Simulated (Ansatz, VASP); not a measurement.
Sb: VASP beside Ansatz

Contents of INCAR:

```
ALGO = Normal
EDIFF = 1E-7
ENCUT = 520
ISIF = 2
ISMEAR = -1
LASPH = True
LCHARG = False
LREAL = False
LWAVE = False
NBANDS = 12
NELM = 60
PREC = Accurate
SIGMA = 0.1
```

KPOINTS

```
k-points
0
Gamma
  10 10 10
```

Contents of POSCAR:

```
Sb
1.0
    2.1456002536      1.2387628840      3.6587425366
   -2.1456002536      1.2387628840      3.6587425366
    0.0000000000     -2.4775257680      3.6587425366
Sb
2
Direct
    0.2359371474      0.2359371474      0.2359371474
    0.7640628526      0.7640628526      0.7640628526
```

Input for Ansatz:

```yaml
crystal:
  lattice:
    - [2.1456002536, 1.238762884, 3.6587425366]
    - [-2.1456002536, 1.238762884, 3.6587425366]
    - [0.0, -2.477525768, 3.6587425366]
  atoms:
    - { symbol: Sb, position: [0.2359371474, 0.2359371474, 0.2359371474] }
    - { symbol: Sb, position: [0.7640628526, 0.7640628526, 0.7640628526] }
hamiltonian:
  xc: lda
  pseudopotentials:
    kind: paw
    azcp:
      Sb: "pseudopotentials/Sb.paw.azcp"
basis:
  ecutwfc: 420
  fft_grid_basis: typed
kpoints:
  mp_grid: { grid: [10, 10, 10], shift: [0, 0, 0] }
magnetization:
  spin_polarized: false
scf:
  occupations: { method: fermi_dirac, width: 0.1 }
  lower_state_search: "off"
output:
  stress: true
  write_density: true
  write_potential: true
  elf: true
  volumetric_format: npy
```

Alike in both runs: task single point; functional LDA; k mesh 10 × 10 × 10; occupations fermi-dirac, width 0.1 eV; no spin polarisation.

```csv
,VASP,Ansatz
version,VASP 6.6.1,Ansatz 0.2.0
potentials or method,"VASP PAW LDA potentials, release 64 (Sb), cutoff 520 eV","plane waves (420 eV) with PAW, scalar-relativistic"
valence electrons in the cell,10,30
```

|  | VASP | Ansatz | Ansatz less VASP |
| --- | --- | --- | --- |
| pressure (GPa) | 0.3 | 0.0 | -0.29 |
| traceless stress, the component that is largest in VASP (GPa) | -0.09 | -0.03 | +0.062 |

Ansatz warns that its potentials were made for another functional, while VASP's fit it. LDA's correlation is that of Perdew and Zunger in VASP and of Perdew and Wang (1992) in Ansatz. VASP's potentials hold 10 valence electrons a cell and Ansatz's 30, so a difference there can come from the potentials and not from the codes.

Spin-orbit coupling is off throughout.
